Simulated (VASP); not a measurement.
# CrAgF6 (P-1) in VASP: density of states with PBE

Aim: the density of states of CrAgF6 with PBE.

Program: VASP 6.6.1. These are calculated values, not measurements. Logs are shortened: lines on timing, memory, paths and dates and some standing lists are left out, and cuts for length are marked.

## Step 1: The cell of the first run

The typed cell holds 8 atoms: a = 4.949 Å, b = 4.995 Å, c = 5.356 Å, α = 115.67°, β = 89.30°, γ = 118.78°.

## Step 2: Density of states, PBE

POSCAR reads:

```
CrAgF6
1.0
    4.9487032000      0.0000000000      0.0000000000
   -2.4049802500      4.3782514700      0.0000000000
    0.0654340200     -2.6110498300      4.6756497200
F Ag Cr
6 1 1
Direct
    0.2508000000      0.8537000000      0.7367000000
    0.7492000000      0.1463000000      0.2633000000
    0.5758000000      0.4399000000      0.7232000000
    0.4242000000      0.5601000000      0.2768000000
    0.8644000000      0.1243000000      0.7376000000
    0.1356000000      0.8757000000      0.2624000000
    0.0000000000      0.0000000000      0.0000000000
    0.5000000000      0.0000000000      0.5000000000
```

INCAR.step1 reads:

```
ALGO = Normal
EDIFF = 1E-6
ENCUT = 520
GGA = PE
GGA_COMPAT = False
ISIF = 2
ISMEAR = -1
LASPH = True
LCHARG = True
LMAXMIX = 4
LORBIT = 11
LREAL = False
LWAVE = False
NBANDS = 42
NEDOS = 2001
NELM = 120
PREC = Accurate
SIGMA = 0.1
```

KPOINTS.step1 reads:

```
Automatic mesh
0
Gamma
  4 5 4
  0 0 0.5
```

INCAR.step2 reads:

```
ALGO = Normal
EDIFF = 1E-6
ENCUT = 520
GGA = PE
GGA_COMPAT = False
ICHARG = 11
ISIF = 2
ISMEAR = -5
LASPH = True
LCHARG = False
LMAXMIX = 4
LORBIT = 11
LREAL = False
LWAVE = False
NBANDS = 42
NEDOS = 2001
NELM = 120
PREC = Accurate
SIGMA = 0.1
```

KPOINTS.step2 reads:

```
k-points
0
Gamma
  6 8 6
```

Potentials or basis: VASP PAW PBE potentials, release 64 (F, Ag, Cr_pv).

Run with:

```bash
> cat potpaw_PBE.64/F/POTCAR potpaw_PBE.64/Ag/POTCAR potpaw_PBE.64/Cr_pv/POTCAR > POTCAR
> cp INCAR.step1 INCAR
> cp KPOINTS.step1 KPOINTS
> mpirun -np 1 vasp_std > vasp.out
> cp INCAR.step2 INCAR
> cp KPOINTS.step2 KPOINTS
> mpirun -np 1 vasp_std > vasp.out
```

OUTCAR:

```text
EDIFF = 1E-6
   ENCUT = 520
   GGA = PE
   ICHARG = 11
   ISIF = 2
   ISMEAR = -5
   LASPH = True
   LORBIT = 11
   LREAL = False
   NELM = 120
   PREC = Accurate

 ion  position               nearest neighbor table
   1  0.251  0.854  0.737-   8 1.89   7 2.00
   2  0.749  0.146  0.263-   8 1.89   7 2.00
   3  0.576  0.440  0.723-   8 1.83   7 2.29
   4  0.424  0.560  0.277-   8 1.83   7 2.29
   5  0.864  0.124  0.738-   8 1.88   7 2.00
   6  0.136  0.876  0.262-   8 1.88   7 2.00
   7  0.000  0.000  0.000-   5 2.00   6 2.00   1 2.00   2 2.00   4 2.29   3 2.29
   8  0.500  0.000  0.500-   3 1.83   4 1.83   5 1.88   6 1.88   1 1.89   2 1.89

  LATTYP: Found a triclinic cell.
 ALAT       =     4.9487032000
 B/A-ratio  =     1.4645159331
 C/A-ratio  =     1.0094158373
 COS(alpha) =     0.0086272243
 COS(beta)  =     0.4814486710
 COS(gamma) =     0.6737909228

  Lattice vectors:

 A1 = (  -4.9487032000,   0.0000000000,   0.0000000000)
 A2 = (  -4.8832691800,  -2.6110498300,   4.6756497200)
 A3 = (  -2.4049802500,   4.3782514700,   0.0000000000)

Analysis of symmetry for initial positions (statically):
=====================================================================
 Subroutine PRICEL returns:
 Original cell was already a primitive cell.

 Routine SETGRP: Setting up the symmetry group for a
 triclinic supercell.

 Subroutine GETGRP returns: Found  2 space group operations
 (whereof  2 operations were pure point group operations)
 out of a pool of  2 trial point group operations.

The static configuration has the point symmetry S_2 .

Analysis of symmetry for dynamics (positions and initial velocities):
=====================================================================
 Subroutine PRICEL returns:
 Original cell was already a primitive cell.

 Routine SETGRP: Setting up the symmetry group for a
 triclinic supercell.

 Subroutine GETGRP returns: Found  2 space group operations
 (whereof  2 operations were pure point group operations)
 out of a pool of  2 trial point group operations.

The dynamic configuration has the point symmetry S_2 .

 Subroutine INISYM returns: Found  2 space group operations
 (whereof  2 operations are pure point group operations),
 and found     1 'primitive' translations
[... 115 lines left out ...]
   ISIF   =      2    stress and relaxation
   ISYM   =      2    0-nonsym 1-usesym 2-fastsym
   POTIM  = 0.5000    time-step for ionic-motion
   TEBEG  =    0.0;   TEEND  =   0.0 temperature during run
   PSTRESS=    0.0 pullay stress
   NELECT =      65.0000    total number of electrons
   NUPDOWN=      -1.0000    fix difference up-down
   EMIN   =  10.00;   EMAX   =-10.00  energy-range for DOS
   EFERMI =   0.00;   METHOD = LEGACY
   ISMEAR =    -5;   SIGMA  =   0.10  broadening in eV -4-tet -1-fermi 0-gaus
   EFERMI_NEDOS =   21; number of points for ismear=-14 and -15
   IALGO  =     38    algorithm
   IMIX   =      4    mixing-type and parameters
     AMIX     =   0.40;   BMIX     =  1.00
     AMIX_MAG =   1.60;   BMIX_MAG =  1.00
  volume/ion in A,a.u.               =      12.66        85.46
  Fermi-wavevector in a.u.,A,eV,Ry     =   1.412000  2.668292 27.126521  1.993743
  Thomas-Fermi vector in A             =   2.533793
   LORBIT       =     11    0 simple, 1 ext, 2 COOP (PROOUT), +10 PAW based schemes
   GGA     = PE    functional components
   LHFCALC =     F    Hartree Fock is set to
   AEXX    =    0.0000 exact exchange contribution
   IVDW    =     0    specifies the selected vdW correction
   LEPSILON=     F    determine dielectric tensor
   LRPA    =     F    only Hartree local field effects (RPA)
 non-spin polarized calculation
 Fermi weights with tetrahedron method with Bloechl corrections
  energy-cutoff  :      520.00
  volume of cell :      101.31
 maximum number of plane-waves:      2756
 NGX is ok and might be reduce to    40

 number of electron      65.0000016 magnetization

 Free energy of the ion-electron system (eV)
  ---------------------------------------------------
  ext. energy  EPLUGINS =         0.00000000
  ---------------------------------------------------
  free energy    TOTEN  =       -37.45614580 eV

  energy without entropy =      -37.45614580  energy(sigma->0) =      -37.45614580

 E-fermi :   1.4331     XC(G=0):  -9.7693

 val. band max:        1.4410155169   @ k =   0.1667  -0.3750   0.3333
 cond. band min:       1.4139080383   @ k =   0.3333   0.5000   0.1667
 fundamental gap:     -0.0271074786
 Fermi energy:         1.4331074719

 k-point     1 :       0.0000    0.0000    0.0000
  band No.  band energies     occupation
      1     -43.4989      2.00000
      2     -43.3242      2.00000
      3     -43.2697      2.00000
      4     -22.3557      2.00000
      5     -21.8098      2.00000
      6     -21.6697      2.00000
[... 1069 lines left out ...]
     41      11.3916      0.00000
     42      12.2465      0.00000

 [... further k-points ...]
[... 5 lines left out ...]
  --------------------------------------------------------------------------------------
  -------------------------------------------------------------------------------------
  Total        4.1273382      3.5138018      4.7033190     -1.6545893     -0.4383424     -0.8608551
  in kB       65.2749521     55.5717110     74.3842417    -26.1677702     -6.9325022    -13.6146529
  external PRESSURE =      65.0769683 kB  Pullay stress =       0.0000000 kB

 VOLUME and BASIS-vectors are now :
 -----------------------------------------------------------------------------
  energy-cutoff  :      520.00
  volume of cell :      101.31
      direct lattice vectors                 reciprocal lattice vectors
     4.948703200  0.000000000  0.000000000     0.202073141  0.110999086  0.059157915
    -2.404980250  4.378251470  0.000000000     0.000000000  0.228401682  0.127547658
     0.065434020 -2.611049830  4.675649720     0.000000000  0.000000000  0.213874020

 POSITION                                       TOTAL-FORCE (eV/Angst)
 -----------------------------------------------------------------------------------
     -0.76379      1.81415      3.44455         1.779338      0.378035     -1.513487
      3.37295     -0.04695      1.23110        -1.779338     -0.378035      1.513487
      1.83883      0.03768      3.38143         0.047408     -1.053693     -0.817870
      0.77032      1.72952      1.29422        -0.047408      1.053693      0.817870
      4.02698     -1.38169      3.44876        -1.401244      1.267791     -1.546854
     -1.41783      3.14890      1.22689         1.401244     -1.267791      1.546854
      0.00000      0.00000      0.00000         0.000000     -0.000000      0.000000
      2.50707     -1.30552      2.33782         0.000000     -0.000000      0.000000
 -----------------------------------------------------------------------------------
    total drift:                                0.000000      0.000000     -0.000000

  FREE ENERGIE OF THE ION-ELECTRON SYSTEM (eV)
  ---------------------------------------------------
  free  energy   TOTEN  =       -37.4561457982 eV

  energy  without entropy=      -37.4561457982  energy(sigma->0) =      -37.45614580

 total charge

# of ion       s       p       d       tot
------------------------------------------
    1        1.744   4.337   0.000   6.081
    2        1.744   4.337   0.000   6.081
    3        1.747   4.296   0.000   6.043
    4        1.747   4.296   0.000   6.043
    5        1.744   4.331   0.000   6.076
    6        1.744   4.331   0.000   6.076
    7        0.292   0.350   9.151   9.793
    8        0.334   6.415   3.910  10.659
--------------------------------------------------
tot         11.097  32.694  13.061  56.852
```

OUTCAR.step1:

```text
EDIFF = 1E-6
   ENCUT = 520
   GGA = PE
   ISIF = 2
   ISMEAR = -1
   LASPH = True
   LORBIT = 11
   LREAL = False
   NELM = 120
   PREC = Accurate
[... 1334 lines left out ...]
  free  energy   TOTEN  =       -37.6417338510 eV

  energy  without entropy=      -37.3656288678  energy(sigma->0) =      -37.50368136

 total charge

# of ion       s       p       d       tot
------------------------------------------
    1        1.744   4.329   0.000   6.073
    2        1.744   4.329   0.000   6.073
    3        1.747   4.310   0.000   6.057
    4        1.747   4.310   0.000   6.057
    5        1.744   4.330   0.000   6.074
    6        1.744   4.330   0.000   6.074
    7        0.292   0.350   9.136   9.777
    8        0.333   6.415   3.921  10.669
--------------------------------------------------
tot         11.095  32.701  13.057  56.853
```

OSZICAR.step1:

```text
N       E                     dE             d eps       ncg     rms          rms(c)
DAV:   1     0.668656135807E+03    0.66866E+03   -0.36632E+04  3384   0.157E+03
DAV:   2    -0.468260728777E+00   -0.66912E+03   -0.62742E+03  3702   0.435E+02
DAV:   3    -0.496886769136E+02   -0.49220E+02   -0.48814E+02  3834   0.131E+02
[... 18 lines left out ...]
DAV:  22    -0.376417545322E+02    0.55297E-05   -0.68567E-07  1712   0.933E-03    0.112E+00
DAV:  23    -0.376417407127E+02    0.13820E-04   -0.10179E-05  3762   0.288E-02    0.745E-01
DAV:  24    -0.376417376524E+02    0.30603E-05   -0.33674E-06  3070   0.120E-02    0.525E-01
DAV:  25    -0.376417347030E+02    0.29494E-05   -0.15058E-06  2474   0.148E-02    0.219E-01
DAV:  26    -0.376417338510E+02    0.85201E-06   -0.25306E-06  2572   0.127E-02
   1 F= -.37641734E+02 E0= -.37503681E+02  d E =-.276105E+00
```

Run time: 19 min. Hardware: 1 thread of Intel Xeon 8259CL, shared host; peak memory 0.63 GiB.

Results:

```yaml
Valence_electrons_inside_the_program's_atomic_spheres: F 6.08, 6.04; Ag 9.79; Cr 10.66
```

Caveat: the k points lie up to 0.37 Å⁻¹ apart; an odd number of electrons without spin polarisation forces a metal; a magnetic or distorted state may lie lower; the run has no spin polarisation, though such a crystal can be magnetic; semilocal functionals often make such compounds metallic where correlation or magnetic order opens a gap, which also shifts bond lengths; tetrahedron occupations give inexact forces and stress in metals.
